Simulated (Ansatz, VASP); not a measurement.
# One calculation of In, two programs

```
CELL_PARAMETERS angstrom
-1.61395 1.61395 2.47395
1.61395 -1.61395 2.47395
1.63835 1.63835 -2.47395
ATOMIC_POSITIONS crystal
In 0.00000 0.00000 0.00000
```

Change from the starting cell: strain +0.0150 x Voigt [0, 0, 0, 0, 0, 1], atoms carried along.

Alike in both runs: task single point; functional PBEsol; k mesh 20 × 20 × 20; occupations gaussian, width 0.15 eV; no spin polarisation.

|  | VASP | Ansatz |
| --- | --- | --- |
| version | VASP 6.6.1 | Ansatz 0.2.0 |
| potentials or method | VASP PAW PBE potentials, release 64 (In_d), cutoff 520 eV | scalar-relativistic, plane waves, PAW |
| valence electrons in the cell | 13 | 13 |

Ansatz gave:

```
gap on the k mesh at the Fermi level (eV)                     : none
pressure (GPa)                                                : -0.9
traceless stress, the component that is largest in VASP (GPa) : -0.13
```

Task: Estimate VASP's values.

Result: gap on the k mesh at the Fermi level (eV): none; pressure (GPa): -1.0; traceless stress, the component that is largest in VASP (GPa): -0.14.

VASP's potentials were made for PBE, not for PBEsol. A gap of «none» marks a metal or a gap that the smearing closes.
